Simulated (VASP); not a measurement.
HgTe: relaxation of cell and atoms with LDA

The system is HgTe.

```
Hg Te
1.0
     0.00000    3.18000    3.18000
     3.18000    0.00000    3.18000
     3.18000    3.18000    0.00000
Hg Te
1 1
Direct
  0.00000 0.00000 0.00000
  0.50000 0.50000 0.50000
```

```json
{
 "Program": "VASP 6.6.1",
 "Task": "relaxation of cell and atoms",
 "Functional": "LDA",
 "Potentials or basis": "VASP PAW LDA potentials, release 64 (Hg, Te)",
 "Cutoff": "600 eV",
 "k mesh": "7 × 7 × 7",
 "Occupations": "fermi-dirac, width 0.05 eV",
 "Spin": "no spin polarisation",
 "Dipole correction": "no",
 "Further INCAR settings": "ALGO = Normal; EDIFF = 1e-06; IBRION = 2; EDIFFG = -0.01; NSW = 60; ISIF = 3"
}
```

```json
{
  "Relaxed volume": "26.38 Å³/atom",
  "Relaxed cell": "a = 4.210 Å, b = 4.210 Å, c = 4.210 Å, α = 60.00°, β = 60.00°, γ = 60.00°",
  "Space group after relaxing (to 0.05 Å)": "Fm-3m (No. 225)",
  "Energy gained by relaxing": "170.7 meV/atom",
  "Ionic steps": "3",
  "Pressure after relaxing": "0.0 GPa",
  "Band gap on the k mesh": "zero (band 9 reaches 5.41 eV, above the bottom of band 10 at 2.59 eV)"
}
```

The path:
```
step  energy change (eV)  largest force (eV/Å)  pressure (GPa)  volume (Å³)
   1              0.0000                0.0000           -7.67        64.31
   2             -0.3286                0.0000            2.44        51.02
   3             -0.3414                0.0000            0.00        52.77
```

Final structure:
```
Hg Te
1.0
     0.00000    2.97697    2.97697
     2.97697    0.00000    2.97697
     2.97697    2.97697    0.00000
Hg Te
1 1
Direct
  0.00000 0.00000 0.00000
  0.50000 0.50000 0.50000
```

Levels at points of the mesh, in eV from the Fermi level:
| k point | band 7 | band 8 | band 9 | band 10 | band 11 | band 12 |
| --- | --- | --- | --- | --- | --- | --- |
| (0.00, 0.00, 0.00) | -0.87 | -0.87 | -0.87 | -0.81 | 7.61 | 7.61 |

Wall time 27 s on 1 thread of AMD EPYC 9R45 (Zen 5), on a shared host, peak memory 0.16 GiB.

Caveat: the volume moved by over 15 % at a fixed basis, so the end points are rough; spin-orbit coupling is left out, which moves the levels of the heavy elements; the volume moved by -18 % from the deposited cell, more than functionals usually miss. Zero-point motion and thermal expansion aren't in these numbers.
